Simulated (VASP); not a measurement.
Crystal: MgS.

```
Mg S
1.0
     0.00000    2.60165    2.60165
     2.60165    0.00000    2.60165
     2.60165    2.60165    0.00000
Mg S
1 1
Direct
  0.00000 0.00000 0.00000
  0.50000 0.50000 0.50000
```

Base run:

* Program: VASP 6.6.1
* Functional: PBE
* Potentials or basis: VASP PAW PBE potentials, release 64 (Mg, S)
* Cutoff: 600 eV
* k mesh: 8 × 8 × 8
* Occupations: gaussian, width 0.05 eV
* Spin: no spin polarisation

Its results: band gap on the k mesh 2.78 eV, indirect (least direct gap 3.71 eV); pressure 0.9 GPa.

**Question.** The run is repeated on the same cell with these changes: dispersion from none to D3(BJ). What comes out?

**Answer.** Band gap on the k mesh 2.78 eV, indirect (least direct gap 3.71 eV); pressure -2.4 GPa.

Dispersion adds attraction, which lowers the pressure at fixed volume and, as a term added to the energy, leaves the levels alone.

A k mesh can miss the band edges.
